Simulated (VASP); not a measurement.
# H22CO11 in VASP: notebook

Runs on H22CO11. Level: PBE. Tasks: single point.

Program: VASP 6.6.1. These are calculated values, not measurements. Logs are shortened: lines on timing, memory, paths and dates and some standing lists are left out, and cuts for length are marked.

**1. The cell of the first run**

The cell holds a disordered packing, 34 atoms: a = 7.120 Å, b = 7.120 Å, c = 7.120 Å, α = 90.00°, β = 90.00°, γ = 90.00°.

**2. Single point, PBE**

Input file INCAR:

```
SYSTEM = H22CO11
ALGO = Normal ; EDIFF = 1E-6
ENCUT = 520 ; GGA = PE
ISIF = 2 ; ISMEAR = -1
LASPH = .True. ; LCHARG = .True.
LELF = .True. ; LREAL = Auto
LVHAR = .True. ; LWAVE = .False.
NBANDS = 69 ; NELM = 80
PREC = Accurate ; SIGMA = 0.05
```

Input file KPOINTS:

```
k-points
0
Gamma
  1 1 1
  0 0 0
```

Input file POSCAR:

```
H22CO11
1.0
    7.1203670000      0.0000000000      0.0000000000
    0.0000000000      7.1203670000      0.0000000000
    0.0000000000      0.0000000000      7.1203670000
O H C
11 22 1
Direct
    0.4515076259      0.5213354873      0.9702870653
    0.7324903337      0.2378529084      0.5025583653
    0.1213139716      0.3123153624      0.8789294147
    0.5566005235      0.9085346303      0.4047122852
    0.3058831097      1.0344551060      0.1620141209
    0.8845190143      0.7295972244      0.1884874754
    1.0510553740      1.0175037326      0.4356517017
    0.5604205514      0.1740921500      0.8582703672
    0.5848153613      0.5462780219      0.3465130379
    0.2640032459      0.4654816248      0.5443820522
    0.9644587140      0.7131373987      0.8070932299
    0.5189198815      0.4004709308      0.9332384131
    0.3184807749      0.4858457436      0.9564535086
    0.7066911017      0.3657536192      0.4361853820
    0.8700113351      0.2044276650      0.4955924322
    0.1835860427      0.2941702303      0.7531353370
    0.1735303812      0.2093993189      0.9523245080
    0.5882000183      1.0208462569      0.4719138775
    0.5118837273      0.9575349136      0.2850555315
    0.2818394052      0.9199806695      0.0832962683
    0.1977004837      1.0376150555      0.2472625358
    0.9146157775      0.7107077486      0.0515422871
    0.7923187105      0.6374671418      0.2272214340
    0.9500212559      0.9425497309      0.3666664935
    1.0950137823      0.9241237144      0.5222202732
    0.6189568599      0.1819569132      0.7345688783
    0.6592216384      0.1257659893      0.9297694908
    0.5385115683      0.5324023326      0.2108880062
    0.5970900095      0.6698531129      0.3995018796
    0.3120485222      0.5584964932      0.6260772794
    0.3656833981      0.4522519696      0.4556928035
    0.9072706505      0.5684257567      0.5802650341
    0.7821787838      0.4906348226      0.8005205350
    0.8720758354      0.5983118567      0.7264513192
```

Potentials or basis: VASP PAW PBE potentials, release 64 (O, H, C).

Command:

```console
$ cat potpaw_PBE.64/O/POTCAR potpaw_PBE.64/H/POTCAR potpaw_PBE.64/C/POTCAR > POTCAR
$ mpirun -np 1 vasp_gam > vasp.out
```

OUTCAR:

```text
SYSTEM = H22CO11
   EDIFF = 1E-6
   ENCUT = 520
   GGA = PE
   ISIF = 2
   ISMEAR = -1
   LASPH = .True.
   LREAL = Auto
   NELM = 80
   PREC = Accurate

 ion  position               nearest neighbor table
   1  0.452  0.521  0.970-  13 0.99  12 1.02
   2  0.732  0.238  0.503-  15 1.01  14 1.04
   3  0.121  0.312  0.879-  17 0.97  16 1.01
   4  0.557  0.909  0.405-  18 0.96  19 0.97
   5  0.306  0.034  0.162-  21 0.98  20 1.00
   6  0.885  0.730  0.188-  23 0.97  22 1.01
   7  0.051  0.018  0.436-  25 0.96  24 1.02
   8  0.560  0.174  0.858-  27 0.93  26 0.98
   9  0.585  0.546  0.347-  29 0.96  28 1.03
  10  0.264  0.465  0.544-  30 0.95  31 0.97
  11  0.964  0.713  0.807-  34 1.20
  12  0.519  0.400  0.933-   1 1.02
  13  0.318  0.486  0.956-   1 0.99
  14  0.707  0.366  0.436-   2 1.04
  15  0.870  0.204  0.496-   2 1.01
  16  0.184  0.294  0.753-   3 1.01
[... 15 lines left out ...]
  32  0.907  0.568  0.580-  34 1.09
  33  0.782  0.491  0.801-  34 1.13
  34  0.872  0.598  0.726-  32 1.09  33 1.13  11 1.20

  LATTYP: Found a simple cubic cell.
 ALAT       =     7.1203670000

  Lattice vectors:

 A1 = (   7.1203670000,   0.0000000000,   0.0000000000)
 A2 = (   0.0000000000,   7.1203670000,   0.0000000000)
 A3 = (   0.0000000000,   0.0000000000,   7.1203670000)

Analysis of symmetry for initial positions (statically):
=====================================================================
 Subroutine PRICEL returns:
 Original cell was already a primitive cell.

 Routine SETGRP: Setting up the symmetry group for a
 simple cubic supercell.

 Subroutine GETGRP returns: Found  1 space group operations
 (whereof  1 operations were pure point group operations)
 out of a pool of 48 trial point group operations.

The static configuration has the point symmetry C_1 .

Analysis of symmetry for dynamics (positions and initial velocities):
=====================================================================
 Subroutine PRICEL returns:
 Original cell was already a primitive cell.

 Routine SETGRP: Setting up the symmetry group for a
 simple cubic supercell.

 Subroutine GETGRP returns: Found  1 space group operations
 (whereof  1 operations were pure point group operations)
 out of a pool of 48 trial point group operations.

The dynamic configuration has the point symmetry C_1 .

 Subroutine INISYM returns: Found  1 space group operations
[... 140 lines left out ...]
   NSW    =      0    number of steps for IOM
   IBRION =     -1    ionic relax: 0-MD 1-quasi-New 2-CG
   NFREE  =      0    steps in history (QN), initial steepest desc. (CG)
   ISIF   =      2    stress and relaxation
   ISYM   =      2    0-nonsym 1-usesym 2-fastsym
   POTIM  = 0.5000    time-step for ionic-motion
   TEBEG  =    0.0;   TEEND  =   0.0 temperature during run
   PSTRESS=    0.0 pullay stress
   NELECT =      92.0000    total number of electrons
   NUPDOWN=      -1.0000    fix difference up-down
   EMIN   =  10.00;   EMAX   =-10.00  energy-range for DOS
   EFERMI =   0.00;   METHOD = LEGACY
   ISMEAR =    -1;   SIGMA  =   0.05  broadening in eV -4-tet -1-fermi 0-gaus
   EFERMI_NEDOS =   21; number of points for ismear=-14 and -15
   IALGO  =     38    algorithm
   IMIX   =      4    mixing-type and parameters
     AMIX     =   0.40;   BMIX     =  1.00
     AMIX_MAG =   1.60;   BMIX_MAG =  1.00
  volume/ion in A,a.u.               =      10.62        71.65
  Fermi-wavevector in a.u.,A,eV,Ry     =   1.037931  1.961405 14.657561  1.077300
  Thomas-Fermi vector in A             =   2.172391
   LORBIT       =      0    0 simple, 1 ext, 2 COOP (PROOUT), +10 PAW based schemes
   GGA     = PE    functional components
   LHFCALC =     F    Hartree Fock is set to
   AEXX    =    0.0000 exact exchange contribution
   IVDW    =     0    specifies the selected vdW correction
   LEPSILON=     F    determine dielectric tensor
   LRPA    =     F    only Hartree local field effects (RPA)
 non-spin polarized calculation
  energy-cutoff  :      520.00
  volume of cell :      361.00
 maximum number of plane-waves:      4886
 NGX is ok and might be reduce to    54
   NGX = 27   NGY = 27   NGZ = 27

 number of electron      92.0000000 magnetization

 Free energy of the ion-electron system (eV)
  ---------------------------------------------------
  ext. energy  EPLUGINS =         0.00000000
  ---------------------------------------------------
  free energy    TOTEN  =      -167.61187456 eV

  energy without entropy =     -167.61187456  energy(sigma->0) =     -167.61187456

 E-fermi :  -2.1062     XC(G=0):  -6.6634

 val. band max:       -3.3732778403   @ k =   0.0000   0.0000   0.0000
 cond. band min:       0.2804405276   @ k =   0.0000   0.0000   0.0000
 fundamental gap:      3.6537183679
 Fermi energy:        -2.1061541479

 k-point     1 :       0.0000    0.0000    0.0000
  band No.  band energies     occupation
      1     -24.3330      2.00000
      2     -22.8312      2.00000
      3     -22.7439      2.00000
      4     -22.6028      2.00000
      5     -22.1577      2.00000
      6     -22.0435      2.00000
[... 50 lines left out ...]
     57       5.7830      0.00000
     58       6.0965      0.00000
 [bands above 58 left out]

------------------------ aborting loop because EDIFF is reached ----------------------------------------

  FORCE on cell =-STRESS in cart. coord.  units (eV):
  Direction    XX          YY          ZZ          XY          YZ          ZX
  --------------------------------------------------------------------------------------
  -------------------------------------------------------------------------------------
  Total        2.7905368      2.5670366      3.1014410      1.0876184      1.0056940      0.3275680
  in kB       12.3848629     11.3929319     13.7647071      4.8270297      4.4634358      1.4538010
  external PRESSURE =      12.5141673 kB  Pullay stress =       0.0000000 kB

 VOLUME and BASIS-vectors are now :
 -----------------------------------------------------------------------------
  energy-cutoff  :      520.00
  volume of cell :      361.00
      direct lattice vectors                 reciprocal lattice vectors
     7.120367000  0.000000000  0.000000000     0.140442199  0.000000000  0.000000000
     0.000000000  7.120367000  0.000000000     0.000000000  0.140442199  0.000000000
     0.000000000  0.000000000  7.120367000     0.000000000  0.000000000  0.140442199

 POSITION                                       TOTAL-FORCE (eV/Angst)
 -----------------------------------------------------------------------------------
      3.21490      3.71210      6.90880         0.783256     -0.454259      0.262911
      5.21560      1.69360      3.57840         0.764881      1.118228     -0.320957
      0.86380      2.22380      6.25830         0.456587     -0.161245     -1.080631
      3.96320      6.46910      2.88170         0.112278     -1.040201      0.312085
      2.17800      0.24533      1.15360        -0.135186     -0.898845     -1.958267
      6.29810      5.19500      1.34210         0.972320      0.576855     -0.812293
[... 26 lines left out ...]
      5.56940      3.49350      5.70000        -0.053795      0.759951     -0.260653
      6.20950      4.26020      5.17260        -0.201579     -2.696388     -0.354253
 -----------------------------------------------------------------------------------
    total drift:                                0.004961      0.000392      0.005499

  FREE ENERGIE OF THE ION-ELECTRON SYSTEM (eV)
  ---------------------------------------------------
  free  energy   TOTEN  =      -167.6118745567 eV

  energy  without entropy=     -167.6118745567  energy(sigma->0) =     -167.61187456
```

stdout:

```text
POSCAR found type information on POSCAR O H C
 POSCAR found :  3 types and      34 ions
 scaLAPACK will be used
 LDA part: xc-table for (Slater+PW92), standard interpolation
 POSCAR, INCAR and KPOINTS ok, starting setup
 FFT: planning ... GRIDC
 FFT: planning ... GRID_SOFT
 FFT: planning ... GRID
 WAVECAR not read
 entering main loop
```

Run time: 72 s. Hardware: 1 thread of AMD EPYC 7R13, shared host; peak memory 0.34 GiB.

Results:

| Property | Result |
| --- | --- |
| Free energy | -167.6119 eV |
| Pressure | 1.3 GPa |
| Largest force | 3.000 eV/Å |
| Band gap on the k mesh | 3.65 eV |

Forces in eV/Å, atoms in the order of the input:
```
O    0.783 -0.454  0.263
O    0.765  1.118 -0.321
O    0.457 -0.161 -1.081
O    0.112 -1.040  0.312
O   -0.135 -0.899 -1.958
O    0.972  0.577 -0.812
O   -1.753 -0.336 -1.121
O   -1.218  0.673 -0.938
O    0.115 -2.763 -1.162
O   -1.168 -1.064 -0.245
O    0.803  2.051  1.415
H   -0.790  0.603  0.086
H   -0.056 -0.241  0.090
H    0.113 -1.479  0.685
H   -1.075  0.214 -0.071
H   -0.538  0.482  0.724
H    0.160 -0.253  0.473
H    0.552  0.815  0.432
H   -0.580 -0.009 -0.262
H    0.297  1.036  0.661
H   -0.133 -0.094  0.759
H   -0.216  0.142  0.823
H   -0.190 -0.278 -0.032
H    0.866  0.514  0.292
H    0.527 -0.417  0.717
H    0.113  0.368 -0.799
H    1.490 -0.974  1.554
H   -0.064  0.878  0.781
H   -0.536  1.818 -0.283
H    0.421  1.075  1.084
H    0.547 -0.041 -0.600
H   -0.386  0.074 -0.852
H   -0.054  0.760 -0.261
C   -0.202 -2.696 -0.354
```

Caveat: the k points lie up to 0.88 Å⁻¹ apart, too coarse for converged energies, forces and pressures.

**3. Single point, PBE**

Input file INCAR:

```
SYSTEM = H22CO11
PREC = Accurate
ENCUT = 520
EDIFF = 1E-7
ISMEAR = -1
SIGMA = 0.05
LREAL = Auto
LASPH = .TRUE.
NELM = 100
ALGO = Normal
ISIF = 2
LWAVE = .FALSE.
LCHARG = .TRUE.
GGA = PE
LELF = .TRUE.
LVHAR = .TRUE.
NBANDS = 69
```

Input file KPOINTS:

```
regular mesh
0
G
  1 1 1
  0 0 0
```

Input file POSCAR:

```
H22CO11
1.0
    7.1203670000      0.0000000000      0.0000000000
    0.0000000000      7.1203670000      0.0000000000
    0.0000000000      0.0000000000      7.1203670000
O H C
11 22 1
Direct
    0.4391627566      0.5399581229      0.9933617186
    0.7227576893      0.2440885421      0.5286665701
    0.1311449255      0.3148433220      0.8790979454
    0.5507721723      0.8979031558      0.4400756309
    0.3022597009      1.0267588735      0.1523797860
    0.9345445256      0.7717158399      0.1830523623
    1.0262251932      1.0052712171      0.4236158052
    0.6074265554      0.1604271241      0.8723286314
    0.5870905250      0.5535388836      0.3306711578
    0.2348895780      0.4985136300      0.5430338071
    0.9486589666      0.7218729035      0.7982734598
    0.4692454757      0.4225344003      0.9223681869
    0.2932011791      0.5251414709      1.0003416959
    0.6781532469      0.3454035445      0.4333905823
    0.8142557820      0.1741623711      0.4482353227
    0.1483069623      0.3514425591      0.7416331209
    0.1786003446      0.1938523674      0.9127619405
    0.5877506033      1.0205934610      0.4934155782
    0.4720543197      0.9298397119      0.3281712867
    0.2864318651      0.9080711711      0.0864421736
    0.2042029575      1.0303822823      0.2435829501
    0.9406116286      0.7667582303      0.0440005410
    0.8306032540      0.6878858913      0.2170534187
    0.9404290537      0.9138293012      0.3600376217
    1.0305086802      0.9899770616      0.5592970138
    0.6841922614      0.1481805643      0.7593428822
    0.6764679405      0.0692239599      0.9595572812
    0.5112376932      0.5382587723      0.2100032203
    0.5868236848      0.6924923954      0.3554451617
    0.2167304017      0.6337454235      0.5760939008
    0.3659361940      0.4866181757      0.4928397651
    0.8682417634      0.5937755736      0.5569375848
    0.7873330125      0.4920813773      0.7806620080
    0.8662896168      0.5964580196      0.7085028061
```

Potentials or basis: VASP PAW PBE potentials, release 64 (O, H, C).

Command:

```console
$ cat potpaw_PBE.64/O/POTCAR potpaw_PBE.64/H/POTCAR potpaw_PBE.64/C/POTCAR > POTCAR
$ mpirun -np 1 vasp_gam > vasp.out
```

Run time: 82 s. Hardware: 1 thread of AMD EPYC 7R13, shared host; peak memory 0.34 GiB.

It converged, with:

* Free energy: -167.4973 eV
* Pressure: -0.7 GPa
* Largest force: 2.606 eV/Å
* Band gap on the k mesh: 3.56 eV

Forces in eV/Å, atoms in the order of the input:
```
O   -2.387 -0.706 -0.243
O    0.020  0.618 -2.381
O   -0.841  1.673 -1.156
O   -0.456  0.211 -0.461
O    1.386 -0.226 -1.214
O   -0.509 -0.481 -0.281
O   -0.282  0.726  0.256
O    1.193 -1.715  1.558
O   -0.277 -0.043 -0.503
O    0.296  0.765  0.117
O   -0.262 -0.391 -0.802
H    0.077  0.488  0.589
H    2.201 -0.061 -0.301
H    0.156 -0.727  1.397
H    0.160  0.235  0.672
H    0.441 -0.758  1.303
H    0.624 -0.761 -0.082
H    0.000 -0.041 -0.175
H    0.083  0.414  0.466
H   -0.036  0.018 -0.030
H   -1.335 -0.016  1.274
H   -0.105 -0.172  0.006
H    0.068 -0.236 -0.187
H    0.703  0.040  0.127
H   -0.103 -0.279 -0.100
H   -0.189  0.557 -0.371
H   -1.255  1.433 -0.890
H    0.607 -0.083  0.080
H    0.044 -0.544  0.594
H    0.479 -1.132 -0.356
H   -0.749  0.418  0.201
H    0.166 -0.003 -0.869
H   -0.670 -1.017  0.579
C    0.751  1.796  1.184
```

Stress tensor (GPa, compression positive):
```
-0.83  0.75 -0.78
 0.75 -0.89  0.68
-0.78  0.68 -0.40
```

Levels at points of the mesh, in eV from the valence-band top:
| k point | band 44 | band 45 | band 46 | band 47 | band 48 | band 49 |
| --- | --- | --- | --- | --- | --- | --- |
| (0.00, 0.00, 0.00) | -0.31 | -0.06 | 0.00 | 3.56 | 4.59 | 7.11 |

Caveat: the k points lie up to 0.88 Å⁻¹ apart, too coarse for converged energies, forces and pressures.
